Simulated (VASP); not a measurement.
# Cr: single point with r2SCAN

Crystal: Cr.

```
Cr
1.0
     0.00000    1.82889    1.82889
     1.82889    0.00000    1.82889
     1.82889    1.82889    0.00000
Cr
1
Direct
  0.00000 0.00000 0.00000
```

```
Program             : VASP 6.6.1
Task                : single point
Functional          : r2SCAN
Potentials or basis : VASP PAW PBE potentials, release 64 (Cr_pv)
Cutoff              : 520 eV
k mesh              : 16 × 16 × 16
Occupations         : gaussian, width 0.048 eV
Spin                : no spin polarisation
```

The pressure is -11.4 GPa and the band gap on the k mesh is zero (band 6 reaches 12.53 eV, above the bottom of band 7 at 9.45 eV).

Levels at points of the mesh, in eV from the Fermi level:
| k point | band 2 | band 3 | band 4 | band 5 | band 6 | band 7 | band 8 | band 9 | band 10 | band 11 |
| --- | --- | --- | --- | --- | --- | --- | --- | --- | --- | --- |
| (0.00, 0.00, 0.00) | -44.05 | -44.05 | -7.97 | -0.45 | -0.45 | -0.45 | 1.49 | 1.49 | 3.42 | 20.19 |
| (0.50, 0.00, 0.00) | -44.16 | -44.16 | -4.06 | -0.46 | -0.46 | 0.55 | 2.55 | 2.55 | 3.35 | 9.39 |
| (0.50, 0.50, 0.00) | -44.33 | -44.33 | -4.09 | -3.34 | 2.64 | 2.78 | 2.78 | 3.35 | 3.52 | 12.42 |

Wall time 54 s on 1 thread of Intel(R) Xeon(R) Platinum 8488C (Sapphire Rapids) (shared host), peak memory 0.14 GiB.

Caveat: the PAW data sets were made with another functional, which shifts forces and pressure a little; the run has no spin polarisation, though such a crystal can be magnetic. Spin polarisation is off, so any magnetic state and its effect on volume and gap are missing.
